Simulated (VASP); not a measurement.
Rb2LiNbF6: relaxation of cell and atoms with LDA

The system is Rb2LiNbF6.

```
CELL_PARAMETERS angstrom
6.04088 0.00000 0.00000
3.02044 5.23156 0.00000
3.02044 1.74385 4.93236
ATOMIC_POSITIONS crystal
Rb 0.25000 0.25000 0.25000
Rb 0.75000 0.75000 0.75000
Li 0.50000 0.50000 0.50000
Nb 0.00000 0.00000 0.00000
F 0.24822 0.24822 0.75178
F 0.24822 0.75178 0.75178
F 0.75178 0.75178 0.24822
F 0.24822 0.75178 0.24822
F 0.75178 0.24822 0.75178
F 0.75178 0.24822 0.24822
```

```
Program                : VASP 6.6.1
Task                   : relaxation of cell and atoms
Functional             : LDA
Potentials or basis    : VASP PAW LDA potentials, release 64 (Rb_sv, Li_sv, Nb_sv, F)
Cutoff                 : 600 eV
k mesh                 : 5 × 5 × 5
Occupations            : methfessel-paxton, width 0.1 eV
Spin                   : no spin polarisation
Dipole correction      : no
Further INCAR settings : ALGO = Normal; EDIFF = 1e-06; IBRION = 2; EDIFFG = -0.02; NSW = 80; ISIF = 3
```

```yaml
Relaxed_volume: 13.38 Å³/atom
Relaxed_cell: a = 5.741 Å, b = 5.741 Å, c = 5.741 Å, α = 60.00°, β = 60.00°, γ = 60.00°
Space_group_after_relaxing_to_0.1_Å: Fm-3m (No. 225)
Energy_gained_by_relaxing: 56.4 meV/atom
Ionic_steps: 9
Pressure_after_relaxing: 0.0 GPa
Largest_force_after_relaxing: 0.011 eV/Å
Band_gap_on_the_k_mesh: zero (bands 38 and 39 overlap by 0.16 eV)
```

Forces in eV/Å, atoms in the order of the input:
```
Rb   0.000  0.000  0.000
Rb   0.000  0.000  0.000
Li   0.000  0.000  0.000
Nb   0.000  0.000  0.000
F   -0.007 -0.004  0.006
F    0.000  0.009  0.006
F    0.007  0.004 -0.006
F   -0.007  0.004 -0.006
F    0.007 -0.004  0.006
F    0.000 -0.009 -0.006
```

The path:
```csv
step,energy change (eV),largest force (eV/Å),pressure (GPa),volume (Å³)
1,0.0000,0.6229,-8.05,155.88
2,-0.3850,1.0322,1.59,138.87
3,-0.4214,0.6006,-1.05,142.38
4,-0.5127,0.3792,-0.66,138.72
5,-0.5636,0.0128,0.36,133.21
6,-0.5640,0.0436,0.27,133.63
7,-0.5639,0.0312,0.32,133.46
8,-0.5640,0.0495,-0.25,134.11
9,-0.5643,0.0106,0.02,133.80
```

Final structure:
```
Rb Li Nb F
1.0
     5.74097    0.00000    0.00000
     2.87049    4.97183    0.00000
     2.87049    1.65728    4.68748
Rb Li Nb F
2 1 1 6
Direct
  0.25000 0.25000 0.25000
  0.75000 0.75000 0.75000
  0.50000 0.50000 0.50000
  0.00000 0.00000 0.00000
  0.25287 0.25287 0.74713
  0.25287 0.74713 0.74713
  0.74713 0.74713 0.25287
  0.25287 0.74713 0.25287
  0.74713 0.25287 0.74713
  0.74713 0.25287 0.25287
```

Levels at points of the mesh, in eV from the Fermi level:
```csv
k point,band 34,band 35,band 36,band 37,band 38,band 39,band 40,band 41,band 42,band 43
"(0.00, 0.00, 0.00)",-6.65,-6.47,-6.47,-6.47,-0.14,-0.14,-0.14,1.37,2.84,2.84
```

Wall time 5.2 min on 1 thread of AMD EPYC 9R45 96-Core Processor (Zen 5), with other jobs on the host, peak memory 0.29 GiB.

Caveat: the cutoff is under 1.25 times the usual one of these potentials, so pressure, stress and relaxed cells hold a basis-set (Pulay) error.
